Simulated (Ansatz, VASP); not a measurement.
## Sn3GeO in VASP and in Ansatz

File INCAR:

```
  PREC = Accurate
  ENCUT = 520
  EDIFF = 1E-6
  ISMEAR = 0
  SIGMA = 0.1
  LREAL = False
  LASPH = True
  NELM = 80
  ALGO = Normal
  ISIF = 2
  LWAVE = False
  LCHARG = False
  GGA = PE
  NBANDS = 39
```

Contents of KPOINTS:

```
regular mesh
0
Gamma
  4 4 4
```

Contents of POSCAR:

```
Sn3GeO
1.0
    4.8889525300      0.0000000000      0.0000000000
    0.0000000000      4.8889525300      0.0000000000
    0.0000000000      0.0000000000      4.8889525300
Sn Ge O
3 1 1
Direct
    0.0000000000      0.5000000000      0.5000000000
    0.5000000000      0.0000000000      0.5000000000
    0.5000000000      0.5000000000      0.0000000000
    0.0000000000      0.0000000000      0.0000000000
    0.5000000000      0.5000000000      0.5000000000
```

Input for Ansatz:

```yaml
crystal:
  lattice:
    - [4.88895253, 0.0, 0.0]
    - [0.0, 4.88895253, 0.0]
    - [0.0, 0.0, 4.88895253]
  atoms:
    - { symbol: Sn, position: [0.0, 0.5, 0.5] }
    - { symbol: Sn, position: [0.5, 0.0, 0.5] }
    - { symbol: Sn, position: [0.5, 0.5, 0.0] }
    - { symbol: Ge, position: [0.0, 0.0, 0.0] }
    - { symbol: O, position: [0.5, 0.5, 0.5] }
basis:
  ecutwfc: 420
kpoints:
  mp_grid: { grid: [4, 4, 4] }
hamiltonian:
  xc: pbe
scf:
  occupations: { method: gaussian, width: 0.1 }
  lower_state_search: "off"
output:
  forces: true
  stress: true
  eigenvalues: true
```

Change from the starting cell: species swapped into the Yb3PbO type (Pm-3m, No. 221).

Alike in both runs: task single point; functional PBE; k mesh 4 × 4 × 4; occupations gaussian, width 0.1 eV; no spin polarisation.

|  | VASP | Ansatz |
| --- | --- | --- |
| version | VASP 6.6.1 | Ansatz 0.2.0 |
| potentials or method | VASP PAW PBE potentials, release 64 (Sn_d, Ge_d, O), cutoff 520 eV | scalar-relativistic, plane waves, PAW |
| valence electrons in the cell | 62 | 62 |

```csv
,VASP,Ansatz,Ansatz less VASP
gap on the k mesh at the Fermi level (eV),none,none,-
pressure (GPa),-1.1,-1.1,+0.03
```

A gap of «none» marks a metal or a gap that the smearing closes.
